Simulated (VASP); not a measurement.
# HfGe (Pm-3m) in VASP: a series of runs

HfGe is run at these levels: PBEsol; tasks: single point.

Everything below comes from runs of VASP 6.6.1. Logs are shortened: lines on timing, memory, paths and dates and some standing lists are left out, and cuts for length are marked.

**1. The cell of the first run**

The structure is cubic, space group Pm-3m (No. 221). The conventional cell has a = 3.273 Å, b = 3.273 Å, c = 3.273 Å, α = 90.00°, β = 90.00°, γ = 90.00°. Within 3.7 Å of Hf (site symmetry m-3m) lie 8 Ge at 2.83 Å and 6 Hf at 3.27 Å. Ge (site symmetry m-3m) has 8 Hf at 2.83 Å and 6 Ge at 3.27 Å within 3.7 Å.

**2. Single point, PBEsol (17.53 Å³/atom)**

INCAR

```
PREC     = Accurate       # precision mode
ENCUT    = 500            # plane-wave cutoff, eV
EDIFF    = 1E-6           # SCF threshold, eV
ISMEAR   = -1             # smearing method
SIGMA    = 0.15           # smearing width, eV
LREAL    = F              # projectors in reciprocal space
LASPH    = T              # aspherical terms in the spheres
NELM     = 120            # most SCF steps
ALGO     = Normal         # electronic algorithm
ISIF     = 2              # what is computed and relaxed
LWAVE    = F              # write WAVECAR
LCHARG   = F              # write CHGCAR
GGA      = PS             # functional
NBANDS   = 19             # bands
GGA_COMPAT= F
```

KPOINTS

```
Automatic mesh
0
Gamma
  12 12 12
```

POSCAR

```
HfGe
1.0
    3.2727000000      0.0000000000      0.0000000000
    0.0000000000      3.2727000000      0.0000000000
    0.0000000000      0.0000000000      3.2727000000
Hf Ge
1 1
Direct
    0.0000000000      0.0000000000      0.0000000000
    0.5000000000      0.5000000000      0.5000000000
```

Potentials or basis: VASP PAW PBE potentials, release 64 (Hf_pv, Ge_d).

The run is started by

```bash
> cat potpaw_PBE.64/Hf_pv/POTCAR potpaw_PBE.64/Ge_d/POTCAR > POTCAR
> mpirun -np 1 vasp_std > vasp.out
```

OUTCAR:

```text
PREC = Accurate
   ENCUT = 500
   EDIFF = 1E-6
   ISMEAR = -1
   LREAL = F
   LASPH = T
   NELM = 120
   ISIF = 2
   GGA = PS

 ion  position               nearest neighbor table
   1  0.000  0.000  0.000-   2 2.83   2 2.83   2 2.83   2 2.83   2 2.83   2 2.83   2 2.83   2 2.83

   2  0.500  0.500  0.500-   1 2.83   1 2.83   1 2.83   1 2.83   1 2.83   1 2.83   1 2.83   1 2.83

  LATTYP: Found a simple cubic cell.
 ALAT       =     3.2727000000

  Lattice vectors:

 A1 = (   3.2727000000,   0.0000000000,   0.0000000000)
 A2 = (   0.0000000000,   3.2727000000,   0.0000000000)
 A3 = (   0.0000000000,   0.0000000000,   3.2727000000)

Analysis of symmetry for initial positions (statically):
=====================================================================
 Subroutine PRICEL returns:
 Original cell was already a primitive cell.

 Routine SETGRP: Setting up the symmetry group for a
 simple cubic supercell.

 Subroutine GETGRP returns: Found 48 space group operations
 (whereof 48 operations were pure point group operations)
 out of a pool of 48 trial point group operations.

The static configuration has the point symmetry O_h .

Analysis of symmetry for dynamics (positions and initial velocities):
=====================================================================
 Subroutine PRICEL returns:
 Original cell was already a primitive cell.

 Routine SETGRP: Setting up the symmetry group for a
 simple cubic supercell.

 Subroutine GETGRP returns: Found 48 space group operations
 (whereof 48 operations were pure point group operations)
 out of a pool of 48 trial point group operations.

The dynamic configuration has the point symmetry O_h .

 Subroutine INISYM returns: Found 48 space group operations
 (whereof 48 operations are pure point group operations),
 and found     1 'primitive' translations

----------------------------------------------------------------------------------------

                                     Primitive cell

  volume of cell :      35.0525

  direct lattice vectors                    reciprocal lattice vectors
     3.272700000  0.000000000  0.000000000     0.305558102  0.000000000  0.000000000
     0.000000000  3.272700000  0.000000000     0.000000000  0.305558102  0.000000000
     0.000000000  0.000000000  3.272700000     0.000000000  0.000000000  0.305558102

  length of vectors
     3.272700000  3.272700000  3.272700000     0.305558102  0.305558102  0.305558102

  position of ions in fractional coordinates (direct lattice)
     0.000000000  0.000000000  0.000000000
     0.500000000  0.500000000  0.500000000

  ion indices of the primitive-cell ions
   primitive index   ion index
                 1           1
                 2           2

----------------------------------------------------------------------------------------

 KPOINTS: Automatic mesh

Automatic generation of k-mesh.
 Grid dimensions read from file:
 generate k-points for:   12   12   12

 Generating k-lattice:

  Cartesian coordinates                     Fractional coordinates (reciprocal lattice)
     0.025463175  0.000000000  0.000000000     0.083333333  0.000000000  0.000000000
     0.000000000  0.025463175  0.000000000     0.000000000  0.083333333  0.000000000
     0.000000000  0.000000000  0.025463175     0.000000000  0.000000000  0.083333333

  Length of vectors
     0.025463175  0.025463175  0.025463175

  Shift w.r.t. Gamma in fractional coordinates (k-lattice)
     0.000000000  0.000000000  0.000000000

 Subroutine IBZKPT returns following result:
 ===========================================

 Found     84 irreducible k-points:

 Following reciprocal coordinates:
            Coordinates               Weight
  0.000000  0.000000  0.000000      1.000000
  0.083333  0.000000  0.000000      6.000000
  0.166667  0.000000  0.000000      6.000000
  0.250000  0.000000  0.000000      6.000000
  0.333333  0.000000  0.000000      6.000000
  0.416667  0.000000  0.000000      6.000000
[... 16 lines left out ...]
  0.333333  0.333333  0.000000     12.000000
  0.416667  0.333333  0.000000     24.000000
 [... further k-points ...]
   k-points           NKPTS =     84   k-points in BZ     NKDIM =     84   number of bands    NBANDS=     19
   number of dos      NEDOS =    301   number of ions     NIONS =      2
   total plane-waves  NPLWV =  13824
   dimension x,y,z NGX =    24 NGY =   24 NGZ =   24
   dimension x,y,z NGXF=    48 NGYF=   48 NGZF=   48
   ions per type =               1   1
   NGX,Y,Z   is equivalent  to a cutoff of  12.19, 12.19, 12.19 a.u.
   NGXF,Y,Z  is equivalent  to a cutoff of  24.38, 24.38, 24.38 a.u.
 SYSTEM =  unknown system
   PREC   = accura    normal or accurate (medium, high low for compatibility)
   ISTART =      0    job   : 0-new  1-cont  2-samecut
   ICHARG =      2    charge: 1-file 2-atom 10-const
   ISPIN  =      1    spin polarized calculation?
   LNONCOLLINEAR =      F non collinear calculations
   LSORBIT =      F    spin-orbit coupling
   LASPH  =      T    aspherical Exc in radial PAW
   ENCUT  =  500.0 eV  36.75 Ry    6.06 a.u.   5.97  5.97  5.97*2*pi/ulx,y,z
   NELM   =    120;   NELMIN=  2; NELMDL= -5     # of ELM steps
   EDIFF  = 0.1E-05   stopping-criterion for ELM
   LREAL  =      F    real-space projection
[... 7 lines left out ...]
   TEBEG  =    0.0;   TEEND  =   0.0 temperature during run
   PSTRESS=    0.0 pullay stress
   NELECT =      24.0000    total number of electrons
   NUPDOWN=      -1.0000    fix difference up-down
   EMIN   =  10.00;   EMAX   =-10.00  energy-range for DOS
   EFERMI =   0.00;   METHOD = LEGACY
   ISMEAR =    -1;   SIGMA  =   0.15  broadening in eV -4-tet -1-fermi 0-gaus
   EFERMI_NEDOS =   21; number of points for ismear=-14 and -15
   IALGO  =     38    algorithm
   IMIX   =      4    mixing-type and parameters
     AMIX     =   0.40;   BMIX     =  1.00
     AMIX_MAG =   1.60;   BMIX_MAG =  1.00
  volume/ion in A,a.u.               =      17.53       118.27
  Fermi-wavevector in a.u.,A,eV,Ry     =   1.442909  2.726703 28.327158  2.081987
  Thomas-Fermi vector in A             =   2.561376
   LORBIT       =      0    0 simple, 1 ext, 2 COOP (PROOUT), +10 PAW based schemes
   GGA     = PS    functional components
   LHFCALC =     F    Hartree Fock is set to
   AEXX    =    0.0000 exact exchange contribution
   IVDW    =     0    specifies the selected vdW correction
   LEPSILON=     F    determine dielectric tensor
   LRPA    =     F    only Hartree local field effects (RPA)
 non-spin polarized calculation
  energy-cutoff  :      500.00
  volume of cell :       35.05
 maximum number of plane-waves:       912
 NGX is ok and might be reduce to    24
   NGX = 11   NGY = 11   NGZ = 11

 number of electron      23.9999997 magnetization

 Free energy of the ion-electron system (eV)
  ---------------------------------------------------
  ext. energy  EPLUGINS =         0.00000000
  ---------------------------------------------------
  free energy    TOTEN  =       -16.19499766 eV

  energy without entropy =      -16.03664344  energy(sigma->0) =      -16.11582055

 E-fermi :   7.0004     XC(G=0): -12.2194

 val. band max:        6.9999905964   @ k =   0.3333   0.1667   0.0833
 cond. band min:       7.0018793806   @ k =   0.4167   0.1667   0.1667
 fundamental gap:      0.0018887842
 Fermi energy:         7.0004278336

 k-point     1 :       0.0000    0.0000    0.0000
  band No.  band energies     occupation
      1     -23.3827      2.00000
      2     -23.3827      2.00000
      3     -23.3827      2.00000
      4     -17.1253      2.00000
      5     -17.1253      2.00000
      6     -17.1017      2.00000
[... 11 lines left out ...]
     18      13.0524      0.00000
     19      18.9655      0.00000

 k-point     2 :       0.0833    0.0000    0.0000
  band No.  band energies     occupation
      1     -23.4078      2.00000
      2     -23.3809      2.00000
      3     -23.3809      2.00000
      4     -17.1251      2.00000
      5     -17.1220      2.00000
      6     -17.1018      2.00000
[... 11 lines left out ...]
     18      13.6459      0.00000
     19      18.2392      0.00000

 k-point     3 :       0.1667    0.0000    0.0000
  band No.  band energies     occupation
      1     -23.4757      2.00000
      2     -23.3758      2.00000
      3     -23.3758      2.00000
      4     -17.1243      2.00000
      5     -17.1130      2.00000
      6     -17.1019      2.00000
[... 11 lines left out ...]
     18      14.7137      0.00000
     19      16.9108      0.00000

 k-point     4 :       0.2500    0.0000    0.0000
  band No.  band energies     occupation
      1     -23.5669      2.00000
      2     -23.3688      2.00000
      3     -23.3688      2.00000
      4     -17.1233      2.00000
      5     -17.1021      2.00000
      6     -17.1021      2.00000
[... 11 lines left out ...]
     18      15.5302      0.00000
     19      15.6190      0.00000

 k-point     5 :       0.3333    0.0000    0.0000
  band No.  band energies     occupation
      1     -23.6565      2.00000
      2     -23.3618      2.00000
      3     -23.3618      2.00000
      4     -17.1223      2.00000
      5     -17.1022      2.00000
      6     -17.1022      2.00000
[... 11 lines left out ...]
     18      14.5617      0.00000
     19      15.9123      0.00000

 k-point     6 :       0.4167    0.0000    0.0000
  band No.  band energies     occupation
      1     -23.7210      2.00000
      2     -23.3567      2.00000
      3     -23.3567      2.00000
      4     -17.1216      2.00000
      5     -17.1023      2.00000
      6     -17.1023      2.00000
[... 11 lines left out ...]
     18      15.3625      0.00000
     19      15.7313      0.00000

 k-point     7 :       0.5000    0.0000    0.0000
  band No.  band energies     occupation
      1     -23.7445      2.00000
      2     -23.3548      2.00000
      3     -23.3548      2.00000
      4     -17.1213      2.00000
      5     -17.1023      2.00000
      6     -17.1023      2.00000
[... 11 lines left out ...]
     18      16.3112      0.00000
     19      16.3113      0.00000

 k-point     8 :       0.0833    0.0833    0.0000
  band No.  band energies     occupation
      1     -23.4080      2.00000
      2     -23.4036      2.00000
      3     -23.3789      2.00000
      4     -17.1233      2.00000
      5     -17.1202      2.00000
      6     -17.1027      2.00000
[... 256 lines left out ...]
 k-point    20 :       0.3333    0.2500    0.0000
  band No.  band energies     occupation
      1     -23.6311      2.00000
      2     -23.5331      2.00000
      3     -23.3445      2.00000
      4     -17.1149      2.00000
      5     -17.1104      2.00000
      6     -17.1089      2.00000
[... 11 lines left out ...]
     18      15.1000      0.00000
     19      17.4955      0.00000

 k-point    21 :       0.4167    0.2500    0.0000
  band No.  band energies     occupation
      1     -23.6926      2.00000
      2     -23.5255      2.00000
      3     -23.3385      2.00000
      4     -17.1177      2.00000
      5     -17.1103      2.00000
      6     -17.1080      2.00000
[... 11 lines left out ...]
     18      14.2716      0.00000
     19      16.4383      0.00000

 k-point    22 :       0.5000    0.2500    0.0000
  band No.  band energies     occupation
      1     -23.7150      2.00000
      2     -23.5226      2.00000
      3     -23.3364      2.00000
      4     -17.1187      2.00000
      5     -17.1094      2.00000
      6     -17.1078      2.00000
[... 11 lines left out ...]
     18      13.8852      0.00000
     19      15.9106      0.00000

 k-point    23 :       0.3333    0.3333    0.0000
  band No.  band energies     occupation
      1     -23.6239      2.00000
      2     -23.6113      2.00000
      3     -23.3358      2.00000
      4     -17.1208      2.00000
      5     -17.1128      2.00000
      6     -17.1066      2.00000
[... 11 lines left out ...]
     18      14.2747      0.00000
     19      17.9456      0.00000

 k-point    24 :       0.4167    0.3333    0.0000
  band No.  band energies     occupation
      1     -23.6784      2.00000
      2     -23.6079      2.00000
      3     -23.3294      2.00000
      4     -17.1251      2.00000
      5     -17.1136      2.00000
      6     -17.1100      2.00000
[... 11 lines left out ...]
     18      13.6390      0.00000
     19      17.4466      0.00000

 [... further k-points ...]

------------------------ aborting loop because EDIFF is reached ----------------------------------------

  FORCE on cell =-STRESS in cart. coord.  units (eV):
  Direction    XX          YY          ZZ          XY          YZ          ZX
  --------------------------------------------------------------------------------------
  -------------------------------------------------------------------------------------
  Total        0.9301089      0.9301089      0.9301089      0.0000000      0.0000000     -0.0000000
  in kB       42.5133965     42.5133965     42.5133965      0.0000000      0.0000000     -0.0000000
  external PRESSURE =      42.5133965 kB  Pullay stress =       0.0000000 kB

 VOLUME and BASIS-vectors are now :
 -----------------------------------------------------------------------------
  energy-cutoff  :      500.00
  volume of cell :       35.05
      direct lattice vectors                 reciprocal lattice vectors
     3.272700000  0.000000000  0.000000000     0.305558102  0.000000000  0.000000000
     0.000000000  3.272700000  0.000000000     0.000000000  0.305558102  0.000000000
     0.000000000  0.000000000  3.272700000     0.000000000  0.000000000  0.305558102

 POSITION                                       TOTAL-FORCE (eV/Angst)
 -----------------------------------------------------------------------------------
      0.00000      0.00000      0.00000         0.000000      0.000000      0.000000
      1.63635      1.63635      1.63635         0.000000      0.000000      0.000000
 -----------------------------------------------------------------------------------
    total drift:                                0.000000      0.000000     -0.000000

  FREE ENERGIE OF THE ION-ELECTRON SYSTEM (eV)
  ---------------------------------------------------
  free  energy   TOTEN  =       -16.1949976629 eV

  energy  without entropy=      -16.0366434431  energy(sigma->0) =      -16.11582055
```

Run time: 50 s. Hardware: 1 thread of AMD EPYC 7R43 (Zen 3), shared host; peak memory 0.14 GiB.

Results:

| Quantity | Value |
| --- | --- |
| Free energy | -16.1950 eV |
| Pressure | 4.3 GPa |
| Band gap on the k mesh | zero (bands 12 and 13 overlap by 2.60 eV) |

Caveat: the cell stands under pressure; the PAW data sets were made with another functional, which shifts forces and pressure a little; spin-orbit coupling is left out, which moves the levels of the heavy elements.

[end of part 1 of 2]
